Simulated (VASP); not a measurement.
# WSe2: single point with PBE

The system is WSe2.

```
W Se
1.0
     3.29721    0.00000    0.00000
    -1.64861    2.85547    0.00000
     0.00000    0.00000    7.18427
W Se
1 2
Direct
  0.00000 0.00000 0.00000
  0.33333 0.66667 0.23192
  0.33333 0.66667 0.76808
```

- Program: VASP 6.6.1
- Task: single point
- Functional: PBE
- Potentials or basis: VASP PAW PBE potentials, release 64 (W_sv, Se)
- Cutoff: 520 eV
- k mesh: 6 × 6 × 4
- Occupations: gaussian, width 0.01 eV
- Spin: no spin polarisation
- Dipole correction: no
- Further INCAR settings: ALGO = Normal; EDIFF = 1e-06; NBANDS = 20

```json
{
 "Pressure": "3.3 GPa",
 "Largest force": "0.346 eV/Å",
 "Band gap on the k mesh": "1.37 eV, indirect (least direct gap 1.55 eV)"
}
```

Forces on the atoms (eV/Å):
```
W    0.000  0.000  0.000
Se   0.000  0.000  0.346
Se   0.000  0.000 -0.346
```

Stress tensor (GPa, compression positive):
```
2.85 0.00 0.00
0.00 2.85 0.00
0.00 0.00 4.28
```

Levels at points of the mesh, in eV from the valence-band top:
| k point | band 10 | band 11 | band 12 | band 13 | band 14 | band 15 | band 16 | band 17 |
| --- | --- | --- | --- | --- | --- | --- | --- | --- |
| (0.00, 0.00, 0.00) | -1.54 | -1.31 | -1.31 | -0.74 | 2.93 | 2.93 | 3.06 | 3.06 |
| (0.50, 0.00, 0.00) | -3.08 | -1.88 | -1.22 | -1.04 | 2.35 | 2.59 | 3.95 | 4.05 |
| (0.00, 0.00, 0.50) | -2.46 | -1.33 | -1.33 | 0.00 | 2.87 | 2.87 | 3.14 | 3.14 |
| (0.50, 0.00, 0.50) | -3.11 | -2.56 | -0.98 | -0.92 | 2.36 | 2.81 | 3.33 | 4.30 |

Run time: 79 s on 1 thread of AMD EPYC 7R13, on a shared host, peak memory 0.17 GiB.

Caveat: spin-orbit coupling is left out, which moves the levels of the heavy elements; this functional lacks dispersion, which binds the layers, so the pressure and a relaxed spacing across them are unreliable. A k mesh can miss the band edges.
